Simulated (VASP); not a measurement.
## TiSi2: single point with LDA

Crystal: TiSi2.

```
Ti Si
1.0
    -1.49225    1.73466    4.26751
     1.49225   -1.73466    4.26751
     1.49225    1.73466   -4.26751
Ti Si
1 2
Direct
  0.00000 0.00000 0.00000
  0.67008 0.67008 0.00000
  0.32992 0.32992 0.00000
```

```yaml
Program: VASP 6.6.1
Task: single point
Functional: LDA
Potentials_or_basis: VASP PAW LDA potentials, release 64 (Ti_sv, Si)
Cutoff: 520 eV
k_mesh: 12 × 12 × 12
Occupations: fermi-dirac, width 0.05 eV
Spin: no spin polarisation
```

| Item | Value |
| --- | --- |
| Pressure | -10.9 GPa |
| Largest force | 0.138 eV/Å |
| Band gap on the k mesh | zero (bands 10 and 11 overlap by 2.18 eV) |

Forces in eV/Å, atoms in the order of the input:
```
Ti   0.000  0.000  0.000
Si   0.000  0.000 -0.138
Si   0.000  0.000  0.138
```

Stress tensor (GPa, compression positive):
```
 -9.90   0.00   0.00
  0.00 -11.21   0.00
  0.00   0.00 -11.72
```

Levels at points of the mesh, in eV from the Fermi level:
| k point | band 6 | band 7 | band 8 | band 9 | band 10 | band 11 | band 12 | band 13 | band 14 | band 15 |
| --- | --- | --- | --- | --- | --- | --- | --- | --- | --- | --- |
| (0.00, 0.00, 0.00) | -4.53 | -4.14 | -2.06 | -0.57 | 0.70 | 1.99 | 2.25 | 3.04 | 3.55 | 3.87 |
| (0.50, 0.00, 0.00) | -8.87 | -4.15 | -3.64 | -0.64 | 0.89 | 1.92 | 2.41 | 3.27 | 3.93 | 5.27 |
| (0.00, 0.50, 0.00) | -7.91 | -3.46 | -3.29 | -0.90 | -0.41 | 0.94 | 2.71 | 3.13 | 3.81 | 3.95 |
| (0.50, 0.50, 0.00) | -5.03 | -4.83 | -4.71 | -2.76 | -1.23 | -0.57 | 2.58 | 2.71 | 2.97 | 3.25 |
| (0.50, 0.50, 0.50) | -8.59 | -1.24 | -1.15 | -0.30 | 0.42 | 1.84 | 2.30 | 2.35 | 3.49 | 3.50 |

Run time: 8.5 min on 1 thread of Intel Xeon 8259CL, with other jobs on the host, peak memory 0.33 GiB.

Caveat: the cell stands under tension.
